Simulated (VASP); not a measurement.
# CdS (P6_3mc) in VASP: notebook

Runs on CdS. Level: PBE. Tasks: electric field gradients.

All numbers are computed with VASP 6.6.1; they aren't measurements. Logs are shortened: lines on timing, memory, paths and dates and some standing lists are left out, and cuts for length are marked.

## (1) The cell of the first run

The structure is hexagonal, space group P6_3mc (No. 186). Conventional cell: a = 4.149 Å, b = 4.149 Å, c = 6.771 Å, α = 90.00°, β = 90.00°, γ = 120.00°. Cd (site symmetry 3m) has 4 S at 2.52 to 2.61 Å within 3.3 Å. Within 3.3 Å of S (site symmetry 3m) lie 4 Cd at 2.52 to 2.61 Å.

## (2) Electric field gradients, PBE (volume scaled by 1.01)

Input file INCAR:

```
SYSTEM = CdS
ALGO = Normal ; EDIFF = 1E-8
ENCUT = 520 ; GGA = PE
ISIF = 2 ; ISMEAR = -1
LASPH = .True. ; LCHARG = .False.
LEFG = .True. ; LREAL = .False.
LWAVE = .False. ; NBANDS = 26
NELM = 60 ; PREC = Accurate
SIGMA = 0.01
```

Input file KPOINTS:

```
k-points
0
Gamma
  7 7 4
  0 0 0
```

Input file POSCAR:

```
CdS
1.0
    4.1485361787      0.0000000000      0.0000000000
   -2.0742680894      3.5927377193      0.0000000000
    0.0000000000      0.0000000000      6.7714220916
Cd S
2 2
Direct
    0.3333333333      0.6666666667      0.0000000000
    0.6666666667      0.3333333333      0.5000000000
    0.3333333333      0.6666666667      0.3850000000
    0.6666666667      0.3333333333      0.8850000000
```

Potentials or basis: VASP PAW PBE potentials, release 64 (Cd, S).

Started as:

```sh
$ cat potpaw_PBE.64/Cd/POTCAR potpaw_PBE.64/S/POTCAR > POTCAR
$ mpirun -np 1 vasp_std > vasp.out
```

OUTCAR:

```text
SYSTEM = CdS
   EDIFF = 1E-8
   ENCUT = 520
   GGA = PE
   ISIF = 2
   ISMEAR = -1
   LASPH = .True.
   LREAL = .False.
   NELM = 60
   PREC = Accurate

 ion  position               nearest neighbor table
   1  0.333  0.667  0.000-   4 2.52   4 2.52   4 2.52   3 2.61
   2  0.667  0.333  0.500-   3 2.52   3 2.52   3 2.52   4 2.61
   3  0.333  0.667  0.385-   2 2.52   2 2.52   2 2.52   1 2.61
   4  0.667  0.333  0.885-   1 2.52   1 2.52   1 2.52   2 2.61

  LATTYP: Found a hexagonal cell.
 ALAT       =     4.1485361787
 C/A-ratio  =     1.6322437120

  Lattice vectors:

 A1 = (   4.1485361787,   0.0000000000,   0.0000000000)
 A2 = (  -2.0742680894,   3.5927377193,   0.0000000000)
 A3 = (   0.0000000000,   0.0000000000,   6.7714220916)

Analysis of symmetry for initial positions (statically):
=====================================================================
 Subroutine PRICEL returns:
 Original cell was already a primitive cell.

 Routine SETGRP: Setting up the symmetry group for a
 hexagonal supercell.

 Subroutine GETGRP returns: Found 12 space group operations
 (whereof  6 operations were pure point group operations)
 out of a pool of 24 trial point group operations.

The static configuration has the point symmetry C_3v.
 The point group associated with its full space group is C_6v.

Analysis of symmetry for dynamics (positions and initial velocities):
=====================================================================
 Subroutine PRICEL returns:
 Original cell was already a primitive cell.

 Routine SETGRP: Setting up the symmetry group for a
 hexagonal supercell.

 Subroutine GETGRP returns: Found 12 space group operations
 (whereof  6 operations were pure point group operations)
 out of a pool of 24 trial point group operations.

The dynamic configuration has the point symmetry C_3v.
 The point group associated with its full space group is C_6v.

 Subroutine INISYM returns: Found 12 space group operations
 (whereof  6 operations are pure point group operations),
 and found     1 'primitive' translations

----------------------------------------------------------------------------------------

                                     Primitive cell
[... 138 lines left out ...]
  free energy    TOTEN  =       -12.25744925 eV

  energy without entropy =      -12.25744925  energy(sigma->0) =      -12.25744925

 E-fermi :   1.4050     XC(G=0):  -9.0629

 val. band max:        1.1635548287   @ k =   0.0000   0.0000   0.0000
 cond. band min:       2.3699766530   @ k =   0.0000   0.0000   0.0000
 fundamental gap:      1.2064218244
 Fermi energy:         1.4049527943

 k-point     1 :       0.0000    0.0000    0.0000
  band No.  band energies     occupation
      1     -11.1075      2.00000
      2     -10.7059      2.00000
      3      -6.5025      2.00000
      4      -6.5025      2.00000
      5      -6.4352      2.00000
      6      -6.4352      2.00000
[... 685 lines left out ...]
     25       9.8567      0.00000
     26       9.8567      0.00000

------------------------ aborting loop because EDIFF is reached ----------------------------------------

  FORCE on cell =-STRESS in cart. coord.  units (eV):
  Direction    XX          YY          ZZ          XY          YZ          ZX
  --------------------------------------------------------------------------------------
  -------------------------------------------------------------------------------------
  Total        1.8702417      1.8702417      0.4945238     -0.0000000      0.0000000      0.0000000
  in kB       29.6898528     29.6898528      7.8505033     -0.0000000      0.0000000      0.0000000
  external PRESSURE =      22.4100696 kB  Pullay stress =       0.0000000 kB

 VOLUME and BASIS-vectors are now :
 -----------------------------------------------------------------------------
  energy-cutoff  :      520.00
  volume of cell :      100.93
      direct lattice vectors                 reciprocal lattice vectors
     4.148536179  0.000000000  0.000000000     0.241048880  0.139169636  0.000000000
    -2.074268089  3.592737719  0.000000000     0.000000000  0.278339272  0.000000000
     0.000000000  0.000000000  6.771422092     0.000000000  0.000000000  0.147679466

 POSITION                                       TOTAL-FORCE (eV/Angst)
 -----------------------------------------------------------------------------------
     -0.00000      2.39516      0.00000         0.000000      0.000000      0.258598
      2.07427      1.19758      3.38571        -0.000000      0.000000      0.258598
     -0.00000      2.39516      2.60700        -0.000000      0.000000     -0.258598
      2.07427      1.19758      5.99271         0.000000     -0.000000     -0.258598
 -----------------------------------------------------------------------------------
    total drift:                               -0.000000     -0.000000     -0.000415

  FREE ENERGIE OF THE ION-ELECTRON SYSTEM (eV)
  ---------------------------------------------------
  free  energy   TOTEN  =       -12.2574492540 eV

  energy  without entropy=      -12.2574492540  energy(sigma->0) =      -12.25744925

 Electric field gradients (V/A^2)
---------------------------------------------------------------------
 ion       V_xx      V_yy      V_zz      V_xy      V_xz      V_yz
---------------------------------------------------------------------
   1     -17.432   -17.432    34.864     0.000     0.000    -0.000
   2     -17.432   -17.432    34.864     0.000    -0.000     0.000
   3       3.455     3.456    -6.911     0.000    -0.000     0.000
   4       3.455     3.456    -6.911     0.000     0.000    -0.000
---------------------------------------------------------------------

 Electric field gradients after diagonalization (V/A^2)
 (convention: |V_zz| > |V_xx| > |V_yy|)
----------------------------------------------------------------------
 ion       V_xx      V_yy      V_zz     asymmetry (V_yy - V_xx)/ V_zz
----------------------------------------------------------------------
   1     -17.432   -17.432    34.864       0.000
   2     -17.432   -17.432    34.864       0.000
   3       3.456     3.455    -6.911       0.000
   4       3.456     3.455    -6.911       0.000
----------------------------------------------------------------------

           NMR quadrupolar parameters

 Cq : quadrupolar parameter    Cq=e*Q*V_zz/h
 eta: asymmetry parameters     (V_yy - V_xx)/ V_zz
 Q  : nuclear electric quadrupole moment in mb (millibarn)
----------------------------------------------------------------------
 ion       Cq(MHz)       eta       Q (mb)
----------------------------------------------------------------------
   1       0.084       0.000       1.000
   2       0.084       0.000       1.000
   3      -0.017       0.000       1.000
   4      -0.017       0.000       1.000
----------------------------------------------------------------------
```

stdout:

```text
POSCAR found type information on POSCAR CdS
 POSCAR found :  2 types and       4 ions
 scaLAPACK will be used
 LDA part: xc-table for (Slater+PW92), standard interpolation
 POSCAR, INCAR and KPOINTS ok, starting setup
 FFT: planning ... GRIDC
 FFT: planning ... GRID_SOFT
 FFT: planning ... GRID
 WAVECAR not read
 entering main loop
ion   1

ion   2

ion   3

ion   4
```

It took 69 s on 1 thread of AMD EPYC 7R43 (Zen 3), shared host; peak memory 0.2 GiB.

Results:

* Free energy: -12.2574 eV
* Pressure: 2.2 GPa
* Largest force: 0.259 eV/Å
* Band gap on the k mesh: 1.21 eV, direct

Forces in eV/Å, atoms in the order of the input:
```
Cd   0.000  0.000  0.259
Cd   0.000  0.000  0.259
S    0.000  0.000 -0.259
S    0.000  0.000 -0.259
```

Stress tensor (GPa, compression positive):
```
2.97 0.00 0.00
0.00 2.97 0.00
0.00 0.00 0.79
```

Electric field gradients, principal values (V/Å²):
```csv
atom,least,middle,greatest (by size)
1 Cd,-17.432,-17.432,34.864
2 Cd,-17.432,-17.432,34.864
3 S,3.455,3.456,-6.911
4 S,3.455,3.456,-6.911
```

Caveat: without QUAD_EFG the Cq values of the log hold for a quadrupole moment of 1 mb, not for the nuclei.

## (3) Electric field gradients, PBE (volume scaled by 1.04)

Input file INCAR:

```
SYSTEM = CdS
  PREC = Accurate
  ENCUT = 520
  EDIFF = 1E-8
  ISMEAR = -1
  SIGMA = 0.01
  LREAL = .FALSE.
  LASPH = .TRUE.
  NELM = 60
  ALGO = Normal
  ISIF = 2
  LWAVE = .FALSE.
  LCHARG = .FALSE.
  GGA = PE
  LEFG = .TRUE.
  NBANDS = 26
```

Input file KPOINTS:

```
Automatic mesh
0
G
  7 7 4
  0 0 0
```

Input file POSCAR:

```
CdS
1.0
    4.1892106958      0.0000000000      0.0000000000
   -2.0946053479      3.6279628844      0.0000000000
    0.0000000000      0.0000000000      6.8378128164
Cd S
2 2
Direct
    0.3333333333      0.6666666667      0.0000000000
    0.6666666667      0.3333333333      0.5000000000
    0.3333333333      0.6666666667      0.3850000000
    0.6666666667      0.3333333333      0.8850000000
```

Potentials or basis: VASP PAW PBE potentials, release 64 (Cd, S).

Started as:

```sh
$ cat potpaw_PBE.64/Cd/POTCAR potpaw_PBE.64/S/POTCAR > POTCAR
$ mpirun -np 1 vasp_std > vasp.out
```

OUTCAR:

```text
SYSTEM = CdS
   PREC = Accurate
   ENCUT = 520
   EDIFF = 1E-8
   ISMEAR = -1
   LREAL = .FALSE.
   LASPH = .TRUE.
   NELM = 60
   ISIF = 2
   GGA = PE

 ion  position               nearest neighbor table
   1  0.333  0.667  0.000-   4 2.54   4 2.54   4 2.54   3 2.63
   2  0.667  0.333  0.500-   3 2.54   3 2.54   3 2.54   4 2.63
   3  0.333  0.667  0.385-   2 2.54   2 2.54   2 2.54   1 2.63
   4  0.667  0.333  0.885-   1 2.54   1 2.54   1 2.54   2 2.63

  LATTYP: Found a hexagonal cell.
 ALAT       =     4.1892106958
 C/A-ratio  =     1.6322437120

  Lattice vectors:

 A1 = (   4.1892106958,   0.0000000000,   0.0000000000)
 A2 = (  -2.0946053479,   3.6279628844,   0.0000000000)
 A3 = (   0.0000000000,   0.0000000000,   6.8378128164)

Analysis of symmetry for initial positions (statically):
=====================================================================
 Subroutine PRICEL returns:
 Original cell was already a primitive cell.

 Routine SETGRP: Setting up the symmetry group for a
 hexagonal supercell.

 Subroutine GETGRP returns: Found 12 space group operations
 (whereof  6 operations were pure point group operations)
 out of a pool of 24 trial point group operations.

The static configuration has the point symmetry C_3v.
 The point group associated with its full space group is C_6v.

Analysis of symmetry for dynamics (positions and initial velocities):
=====================================================================
 Subroutine PRICEL returns:
 Original cell was already a primitive cell.

 Routine SETGRP: Setting up the symmetry group for a
 hexagonal supercell.
[... 861 lines left out ...]

  FORCE on cell =-STRESS in cart. coord.  units (eV):
  Direction    XX          YY          ZZ          XY          YZ          ZX
  --------------------------------------------------------------------------------------
  -------------------------------------------------------------------------------------
  Total        0.7192261      0.7192261     -0.4497358      0.0000000      0.0000000      0.0000000
  in kB       11.0882695     11.0882695     -6.9335518      0.0000000      0.0000000      0.0000000
  external PRESSURE =       5.0809957 kB  Pullay stress =       0.0000000 kB

 VOLUME and BASIS-vectors are now :
 -----------------------------------------------------------------------------
  energy-cutoff  :      520.00
  volume of cell :      103.92
      direct lattice vectors                 reciprocal lattice vectors
     4.189210696  0.000000000  0.000000000     0.238708452  0.137818389  0.000000000
    -2.094605348  3.627962884  0.000000000     0.000000000  0.275636778  0.000000000
     0.000000000  0.000000000  6.837812816     0.000000000  0.000000000  0.146245594

 POSITION                                       TOTAL-FORCE (eV/Angst)
 -----------------------------------------------------------------------------------
     -0.00000      2.41864      0.00000        -0.000000     -0.000000      0.230135
      2.09461      1.20932      3.41891         0.000000     -0.000000      0.230135
     -0.00000      2.41864      2.63256         0.000000      0.000000     -0.230135
      2.09461      1.20932      6.05146        -0.000000     -0.000000     -0.230135
 -----------------------------------------------------------------------------------
    total drift:                               -0.000000     -0.000000     -0.000300

  FREE ENERGIE OF THE ION-ELECTRON SYSTEM (eV)
  ---------------------------------------------------
  free  energy   TOTEN  =       -12.2831660903 eV

  energy  without entropy=      -12.2831660903  energy(sigma->0) =      -12.28316609

 Electric field gradients (V/A^2)
---------------------------------------------------------------------
 ion       V_xx      V_yy      V_zz      V_xy      V_xz      V_yz
---------------------------------------------------------------------
   1     -16.750   -16.749    33.499     0.001     0.000    -0.000
   2     -16.750   -16.749    33.499     0.001    -0.000     0.000
   3       3.713     3.713    -7.426     0.000    -0.000     0.000
   4       3.713     3.713    -7.426     0.000     0.000    -0.000
---------------------------------------------------------------------

 Electric field gradients after diagonalization (V/A^2)
 (convention: |V_zz| > |V_xx| > |V_yy|)
----------------------------------------------------------------------
 ion       V_xx      V_yy      V_zz     asymmetry (V_yy - V_xx)/ V_zz
----------------------------------------------------------------------
   1     -16.751   -16.748    33.499       0.000
   2     -16.751   -16.748    33.499       0.000
   3       3.713     3.713    -7.426       0.000
   4       3.713     3.713    -7.426       0.000
----------------------------------------------------------------------

           NMR quadrupolar parameters

 Cq : quadrupolar parameter    Cq=e*Q*V_zz/h
 eta: asymmetry parameters     (V_yy - V_xx)/ V_zz
 Q  : nuclear electric quadrupole moment in mb (millibarn)
----------------------------------------------------------------------
 ion       Cq(MHz)       eta       Q (mb)
----------------------------------------------------------------------
   1       0.081       0.000       1.000
   2       0.081       0.000       1.000
   3      -0.018       0.000       1.000
   4      -0.018       0.000       1.000
----------------------------------------------------------------------
```

Run time: 78 s. Hardware: 1 thread of AMD EPYC 7R43 (Zen 3), shared host; peak memory 0.2 GiB.

Results:

| Quantity | Value |
| --- | --- |
| Free energy | -12.2832 eV |
| Pressure | 0.5 GPa |
| Largest force | 0.230 eV/Å |
| Band gap on the k mesh | 1.14 eV, direct |

Forces on the atoms (eV/Å):
```
Cd   0.000  0.000  0.230
Cd   0.000  0.000  0.230
S    0.000  0.000 -0.230
S    0.000  0.000 -0.230
```

Stress tensor (GPa, compression positive):
```
 1.11  0.00  0.00
 0.00  1.11  0.00
 0.00  0.00 -0.69
```

Electric field gradients, principal values (V/Å²):
```
atom    least   middle  greatest (by size)
1 Cd  -16.748  -16.751              33.499
2 Cd  -16.748  -16.751              33.499
 3 S    3.713    3.713              -7.426
 4 S    3.713    3.713              -7.426
```

Caveat: without QUAD_EFG the Cq values of the log hold for a quadrupole moment of 1 mb, not for the nuclei.

[end of part 1 of 2]
